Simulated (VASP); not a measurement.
# TiO2 (Anatase) (I4_1/amd) in VASP: settings compared

TiO2 (Anatase) is run at these levels: SVWN5, PBE, revPBE, BLYP; tasks: single point.

Everything below comes from runs of VASP 6.6.1. Logs are shortened: lines on timing, memory, paths and dates and some standing lists are left out, and cuts for length are marked.

### 1 The cell of the first run

The structure is tetragonal, space group I4_1/amd (No. 141). The conventional cell has a = 3.739 Å, b = 3.739 Å, c = 9.454 Å, α = 90.00°, β = 90.00°, γ = 90.00°. Within 2.5 Å of Ti (site symmetry -4m2) lie 6 O at 1.91 to 1.97 Å. Within 2.5 Å of O (site symmetry 2mm) lie 3 Ti at 1.91 to 1.97 Å and 2 O at 2.44 Å.

### 2 Single point, SVWN5

INCAR reads:

```
SYSTEM = TiO2
PREC = Accurate
ENCUT = 520
EDIFF = 1E-6
ISMEAR = -1
SIGMA = 0.05
LREAL = .FALSE.
LASPH = .TRUE.
NELM = 80
ALGO = Normal
ISIF = 2
LWAVE = .FALSE.
LCHARG = .FALSE.
GGA = VW
NBANDS = 33
```

KPOINTS reads:

```
regular mesh
0
G
  10 10 10
  0 0 0
```

POSCAR reads:

```
TiO2
1.0
   -1.8693589471      1.8693589471      4.7268881402
    1.8693589471     -1.8693589471      4.7268881402
    1.8693589471      1.8693589471     -4.7268881402
Ti O
2 4
Direct
    0.7500000000      0.2500000000      0.5000000000
    0.0000000000      0.0000000000      0.0000000000
    0.7920186913      0.7920186913      0.0000000000
    0.5420186913      0.0420186913      0.5000000000
    0.9579813087      0.4579813087      0.5000000000
    0.2079813087      0.2079813087      0.0000000000
```

Potentials or basis: VASP PAW PBE potentials, release 64 (Ti_sv, O).

Started as:

```console
> cat potpaw_PBE.64/Ti_sv/POTCAR potpaw_PBE.64/O/POTCAR > POTCAR
> mpirun -np 1 vasp_std > vasp.out
```

OUTCAR:

```text
SYSTEM = TiO2
   PREC = Accurate
   ENCUT = 520
   EDIFF = 1E-6
   ISMEAR = -1
   LREAL = .FALSE.
   LASPH = .TRUE.
   NELM = 80
   ISIF = 2
   GGA = VW

 ion  position               nearest neighbor table
   1  0.750  0.250  0.500-   3 1.91   6 1.91   3 1.91   6 1.91   5 1.97   4 1.97
   2  0.000  0.000  0.000-   4 1.91   5 1.91   4 1.91   5 1.91   3 1.97   6 1.97
   3  0.792  0.792  0.000-   1 1.91   1 1.91   2 1.97
   4  0.542  0.042  0.500-   2 1.91   2 1.91   1 1.97
   5  0.958  0.458  0.500-   2 1.91   2 1.91   1 1.97
   6  0.208  0.208  0.000-   1 1.91   1 1.91   2 1.97

  LATTYP: Found a body centered tetragonal cell.
 ALAT       =     3.7387178942
 C/A-ratio  =     2.5286145005

  Lattice vectors:

 A1 = (  -1.8693589471,   1.8693589471,   4.7268881402)
 A2 = (   1.8693589471,  -1.8693589471,   4.7268881402)
 A3 = (   1.8693589471,   1.8693589471,  -4.7268881402)

Analysis of symmetry for initial positions (statically):
=====================================================================
 Subroutine PRICEL returns:
 Original cell was already a primitive cell.

 Routine SETGRP: Setting up the symmetry group for a
 body centered tetragonal supercell.

 Subroutine GETGRP returns: Found 16 space group operations
 (whereof  8 operations were pure point group operations)
 out of a pool of 16 trial point group operations.

The static configuration has the point symmetry D_2d.
 The point group associated with its full space group is D_4h.

Analysis of symmetry for dynamics (positions and initial velocities):
=====================================================================
 Subroutine PRICEL returns:
 Original cell was already a primitive cell.

 Routine SETGRP: Setting up the symmetry group for a
 body centered tetragonal supercell.

 Subroutine GETGRP returns: Found 16 space group operations
 (whereof  8 operations were pure point group operations)
 out of a pool of 16 trial point group operations.

The dynamic configuration has the point symmetry D_2d.
 The point group associated with its full space group is D_4h.

 Subroutine INISYM returns: Found 16 space group operations
 (whereof  8 operations are pure point group operations),
 and found     1 'primitive' translations

----------------------------------------------------------------------------------------

                                     Primitive cell

  volume of cell :      66.0725

  direct lattice vectors                    reciprocal lattice vectors
    -1.869358947  1.869358947  4.726888140     0.000000000  0.267471371  0.105777836
     1.869358947 -1.869358947  4.726888140     0.267471371  0.000000000  0.105777836
     1.869358947  1.869358947 -4.726888140     0.267471371  0.267471371  0.000000000

  length of vectors
     5.415946569  5.415946569  5.415946569     0.287628032  0.287628032  0.378261640

  position of ions in fractional coordinates (direct lattice)
     0.750000000  0.250000000  0.500000000
     0.000000000  0.000000000  0.000000000
     0.792018691  0.792018691  0.000000000
     0.542018691  0.042018691  0.500000000
     0.957981309  0.457981309  0.500000000
     0.207981309  0.207981309  0.000000000

  ion indices of the primitive-cell ions
   primitive index   ion index
                 1           1
                 2           2
                 3           3
                 4           4
                 5           5
                 6           6

----------------------------------------------------------------------------------------

 KPOINTS: regular mesh

Automatic generation of k-mesh.
 Grid dimensions read from file:
 generate k-points for:   10   10   10

 Generating k-lattice:

  Cartesian coordinates                     Fractional coordinates (reciprocal lattice)
     0.000000000  0.026747137  0.010577784     0.100000000  0.000000000 -0.000000000
     0.026747137  0.000000000  0.010577784     0.000000000  0.100000000 -0.000000000
     0.026747137  0.026747137  0.000000000     0.000000000  0.000000000  0.100000000

  Length of vectors
     0.028762803  0.028762803  0.037826164

  Shift w.r.t. Gamma in fractional coordinates (k-lattice)
     0.000000000  0.000000000  0.000000000

 Subroutine IBZKPT returns following result:
 ===========================================

 Found    102 irreducible k-points:

 Following reciprocal coordinates:
            Coordinates               Weight
  0.000000  0.000000  0.000000      1.000000
  0.100000  0.000000 -0.000000      8.000000
  0.200000  0.000000 -0.000000      8.000000
  0.300000  0.000000 -0.000000      8.000000
  0.400000  0.000000  0.000000      8.000000
  0.500000  0.000000  0.000000      4.000000
[... 16 lines left out ...]
  0.300000  0.300000  0.000000      8.000000
  0.400000  0.300000  0.000000     16.000000
 [... further k-points ...]
   k-points           NKPTS =    102   k-points in BZ     NKDIM =    102   number of bands    NBANDS=     33
   number of dos      NEDOS =    301   number of ions     NIONS =      6
   total plane-waves  NPLWV =  64000
   dimension x,y,z NGX =    40 NGY =   40 NGZ =   40
   dimension x,y,z NGXF=    80 NGYF=   80 NGZF=   80
   ions per type =               2   4
   NGX,Y,Z   is equivalent  to a cutoff of  12.28, 12.28, 12.28 a.u.
   NGXF,Y,Z  is equivalent  to a cutoff of  24.56, 24.56, 24.56 a.u.
 SYSTEM =  TiO2
   PREC   = accura    normal or accurate (medium, high low for compatibility)
   ISTART =      0    job   : 0-new  1-cont  2-samecut
   ICHARG =      2    charge: 1-file 2-atom 10-const
   ISPIN  =      1    spin polarized calculation?
   LNONCOLLINEAR =      F non collinear calculations
   LSORBIT =      F    spin-orbit coupling
   LASPH  =      T    aspherical Exc in radial PAW
   ENCUT  =  520.0 eV  38.22 Ry    6.18 a.u.  10.07 10.07 10.07*2*pi/ulx,y,z
   NELM   =     80;   NELMIN=  2; NELMDL= -5     # of ELM steps
   EDIFF  = 0.1E-05   stopping-criterion for ELM
   LREAL  =      F    real-space projection
   EDIFFG = 0.1E-04   stopping-criterion for IOM
   NSW    =      0    number of steps for IOM
   IBRION =     -1    ionic relax: 0-MD 1-quasi-New 2-CG
   NFREE  =      0    steps in history (QN), initial steepest desc. (CG)
   ISIF   =      2    stress and relaxation
   ISYM   =      2    0-nonsym 1-usesym 2-fastsym
   POTIM  = 0.5000    time-step for ionic-motion
   TEBEG  =    0.0;   TEEND  =   0.0 temperature during run
   PSTRESS=    0.0 pullay stress
   NELECT =      48.0000    total number of electrons
   NUPDOWN=      -1.0000    fix difference up-down
   EMIN   =  10.00;   EMAX   =-10.00  energy-range for DOS
   EFERMI =   0.00;   METHOD = LEGACY
   ISMEAR =    -1;   SIGMA  =   0.05  broadening in eV -4-tet -1-fermi 0-gaus
   EFERMI_NEDOS =   21; number of points for ismear=-14 and -15
   IALGO  =     38    algorithm
   IMIX   =      4    mixing-type and parameters
     AMIX     =   0.40;   BMIX     =  1.00
     AMIX_MAG =   1.60;   BMIX_MAG =  1.00
  volume/ion in A,a.u.               =      11.01        74.31
  Fermi-wavevector in a.u.,A,eV,Ry     =   1.471685  2.781082 29.468289  2.165858
  Thomas-Fermi vector in A             =   2.586791
   LORBIT       =      0    0 simple, 1 ext, 2 COOP (PROOUT), +10 PAW based schemes
   GGA     = VW    functional components
   LHFCALC =     F    Hartree Fock is set to
   AEXX    =    0.0000 exact exchange contribution
   IVDW    =     0    specifies the selected vdW correction
   LEPSILON=     F    determine dielectric tensor
   LRPA    =     F    only Hartree local field effects (RPA)
 non-spin polarized calculation
  energy-cutoff  :      520.00
  volume of cell :       66.07
 maximum number of plane-waves:      1802
   NGX = 21   NGY = 21   NGZ = 21

 number of electron      47.9999997 magnetization

 Free energy of the ion-electron system (eV)
  ---------------------------------------------------
  ext. energy  EPLUGINS =         0.00000000
  ---------------------------------------------------
  free energy    TOTEN  =       -58.92111548 eV

  energy without entropy =      -58.92111548  energy(sigma->0) =      -58.92111548

 E-fermi :   4.3911     XC(G=0): -11.4968

 val. band max:        3.2997499655   @ k =  -0.4000   0.4000   0.0000
 cond. band min:       5.3748374757   @ k =   0.0000   0.0000   0.0000
 fundamental gap:      2.0750875101
 Fermi energy:         4.3911072554

 k-point     1 :       0.0000    0.0000    0.0000
  band No.  band energies     occupation
      1     -52.3630      2.00000
      2     -52.2897      2.00000
      3     -29.2077      2.00000
      4     -28.9304      2.00000
      5     -28.9304      2.00000
      6     -28.8479      2.00000
[... 25 lines left out ...]
     32       8.8970      0.00000
     33       8.9331      0.00000

 k-point     2 :       0.1000    0.0000   -0.0000
  band No.  band energies     occupation
      1     -52.3614      2.00000
      2     -52.2908      2.00000
      3     -29.2043      2.00000
      4     -28.9457      2.00000
      5     -28.9315      2.00000
      6     -28.8542      2.00000
[... 25 lines left out ...]
     32       8.9713      0.00000
     33       9.2385      0.00000

 k-point     3 :       0.2000    0.0000   -0.0000
  band No.  band energies     occupation
      1     -52.3569      2.00000
      2     -52.2938      2.00000
      3     -29.1959      2.00000
      4     -28.9841      2.00000
      5     -28.9342      2.00000
      6     -28.8693      2.00000
[... 25 lines left out ...]
     32       9.3154      0.00000
     33       9.6647      0.00000

 k-point     4 :       0.3000    0.0000   -0.0000
  band No.  band energies     occupation
      1     -52.3506      2.00000
      2     -52.2983      2.00000
      3     -29.1860      2.00000
      4     -29.0304      2.00000
      5     -28.9372      2.00000
      6     -28.8833      2.00000
[... 673 lines left out ...]
     32      10.1083      0.00000
     33      10.2394      0.00000

 k-point    23 :       0.3000    0.3000    0.0000
  band No.  band energies     occupation
      1     -52.3353      2.00000
      2     -52.3099      2.00000
      3     -29.1553      2.00000
      4     -29.0901      2.00000
      5     -28.9843      2.00000
      6     -28.9294      2.00000
[... 25 lines left out ...]
     32      10.0810      0.00000
     33      10.9044      0.00000

 k-point    24 :       0.4000    0.3000    0.0000
  band No.  band energies     occupation
      1     -52.3306      2.00000
      2     -52.3131      2.00000
      3     -29.1593      2.00000
      4     -29.1149      2.00000
      5     -28.9865      2.00000
      6     -28.9484      2.00000
[... 25 lines left out ...]
     32      10.0800      0.00000
     33      11.0270      0.00000

 [... further k-points ...]

------------------------ aborting loop because EDIFF is reached ----------------------------------------

  FORCE on cell =-STRESS in cart. coord.  units (eV):
  Direction    XX          YY          ZZ          XY          YZ          ZX
  --------------------------------------------------------------------------------------
  -------------------------------------------------------------------------------------
  Total        0.4102513      0.4102513      0.3912167      0.0000000     -0.0000000      0.0000000
  in kB        9.9480924      9.9480924      9.4865278      0.0000000     -0.0000000      0.0000000
  external PRESSURE =       9.7942375 kB  Pullay stress =       0.0000000 kB

 VOLUME and BASIS-vectors are now :
 -----------------------------------------------------------------------------
  energy-cutoff  :      520.00
  volume of cell :       66.07
      direct lattice vectors                 reciprocal lattice vectors
    -1.869358947  1.869358947  4.726888140     0.000000000  0.267471371  0.105777836
     1.869358947 -1.869358947  4.726888140     0.267471371  0.000000000  0.105777836
     1.869358947  1.869358947 -4.726888140     0.267471371  0.267471371  0.000000000

 POSITION                                       TOTAL-FORCE (eV/Angst)
 -----------------------------------------------------------------------------------
      0.00000      1.86936      2.36344        -0.000000     -0.000000      0.000000
      0.00000      0.00000      0.00000        -0.000000     -0.000000     -0.000000
      0.00000      0.00000      7.48757        -0.000000      0.000000     -0.025188
      0.00000      1.86936      0.39724         0.000000     -0.000000     -0.025188
     -0.00000      1.86936      4.32965         0.000000     -0.000000      0.025188
      0.00000      0.00000      1.96621        -0.000000      0.000000      0.025188
 -----------------------------------------------------------------------------------
    total drift:                                0.000000      0.000000     -0.000000

  FREE ENERGIE OF THE ION-ELECTRON SYSTEM (eV)
  ---------------------------------------------------
  free  energy   TOTEN  =       -58.9211154791 eV

  energy  without entropy=      -58.9211154790  energy(sigma->0) =      -58.92111548
```

Run time: 2.1 min. Hardware: 1 thread of Intel Xeon 6975P-C (Granite Rapids), shared host; peak memory 0.31 GiB.

What came out:

```yaml
Free_energy: -58.9211 eV
Pressure: 1.0 GPa
Largest_force: 0.025 eV/Å
Band_gap_on_the_k_mesh: 2.08 eV, indirect (least direct gap 2.42 eV)
```

Forces in eV/Å, atoms in the order of the input:
```
Ti   0.000  0.000  0.000
Ti   0.000  0.000  0.000
O    0.000  0.000 -0.025
O    0.000  0.000 -0.025
O    0.000  0.000  0.025
O    0.000  0.000  0.025
```

Levels at points of the mesh, in eV from the valence-band top:
| k point | band 20 | band 21 | band 22 | band 23 | band 24 | band 25 | band 26 | band 27 | band 28 | band 29 |
| --- | --- | --- | --- | --- | --- | --- | --- | --- | --- | --- |
| (0.00, 0.00, 0.00) | -0.78 | -0.76 | -0.76 | -0.50 | -0.50 | 2.08 | 2.87 | 4.10 | 4.10 | 4.13 |
| (0.50, 0.00, 0.00) | -2.09 | -2.04 | -1.03 | -0.81 | -0.65 | 3.29 | 3.64 | 3.65 | 3.76 | 4.43 |
| (0.50, 0.50, 0.00) | -2.75 | -2.17 | -2.17 | -0.03 | -0.03 | 3.41 | 3.41 | 3.93 | 3.93 | 5.08 |
| (0.50, 0.50, 0.50) | -1.39 | -1.28 | -1.28 | -0.10 | -0.10 | 2.46 | 2.46 | 3.87 | 3.87 | 4.37 |

Caveat: the PAW data sets were made with another functional, which shifts forces and pressure a little. A k mesh can miss the band edges.

### 3 Single point, PBE

This run uses another cell than the first one, of 11.13 Å³/atom, 1.010 times its volume.

INCAR reads:

```
SYSTEM = TiO2
PREC = Accurate
ENCUT = 520
EDIFF = 1E-6
ISMEAR = -1
SIGMA = 0.05
LREAL = .False.
LASPH = .True.
NELM = 80
ALGO = Normal
ISIF = 2
LWAVE = .False.
LCHARG = .True.
GGA = PE
LELF = .True.
LVHAR = .True.
NBANDS = 33
```

KPOINTS reads:

```
Automatic mesh
0
Gamma
  10 10 10
  0 0 0
```

POSCAR reads:

```
TiO2
1.0
   -1.8794009597      1.8794009597      4.7253708500
    1.8794009597     -1.8794009597      4.7253708500
    1.8794009597      1.8794009597     -4.7253708500
Ti O
2 4
Direct
    0.7500000000      0.2500000000      0.5000000000
    0.0000000000      0.0000000000      0.0000000000
    0.7919000000      0.7919000000      0.0000000000
    0.5419000000      0.0419000000      0.5000000000
    0.9581000000      0.4581000000      0.5000000000
    0.2081000000      0.2081000000      0.0000000000
```

Potentials or basis: VASP PAW PBE potentials, release 64 (Ti_sv, O).

Started as:

```console
> cat potpaw_PBE.64/Ti_sv/POTCAR potpaw_PBE.64/O/POTCAR > POTCAR
> mpirun -np 1 vasp_std > vasp.out
```

Run time: 2.3 min. Hardware: 1 thread of Intel Xeon 6975P-C (Granite Rapids), shared host; peak memory 0.35 GiB.

The run converged. Its results:

```
Free energy            : -53.7535 eV
Pressure               : 10.8 GPa
Largest force          : 0.250 eV/Å
Band gap on the k mesh : 2.16 eV, indirect (least direct gap 2.49 eV)
```

Forces in eV/Å, atoms in the order of the input:
```
Ti   0.000  0.000  0.000
Ti   0.000  0.000  0.000
O    0.000  0.000 -0.250
O    0.000  0.000 -0.250
O    0.000  0.000  0.250
O    0.000  0.000  0.250
```

Stress tensor (GPa, compression positive):
```
10.19  0.00  0.00
 0.00 10.19  0.00
 0.00  0.00 11.88
```

Levels at points of the mesh, in eV from the valence-band top:
```tsv
k point	band 20	band 21	band 22	band 23	band 24	band 25	band 26	band 27	band 28	band 29
(0.00, 0.00, 0.00)	-0.76	-0.73	-0.73	-0.48	-0.48	2.16	2.93	4.11	4.11	4.13
(0.50, 0.00, 0.00)	-2.00	-1.99	-0.98	-0.80	-0.63	3.32	3.66	3.67	3.77	4.41
(0.50, 0.50, 0.00)	-2.70	-2.09	-2.09	-0.03	-0.03	3.44	3.44	3.93	3.93	5.03
(0.50, 0.50, 0.50)	-1.35	-1.25	-1.25	-0.10	-0.10	2.53	2.53	3.88	3.88	4.37
```

A k mesh can miss the band edges. Expect the measured gap to be larger: semilocal functionals such as PBE lack the derivative discontinuity.

(Part 1 of 2 ends here.)
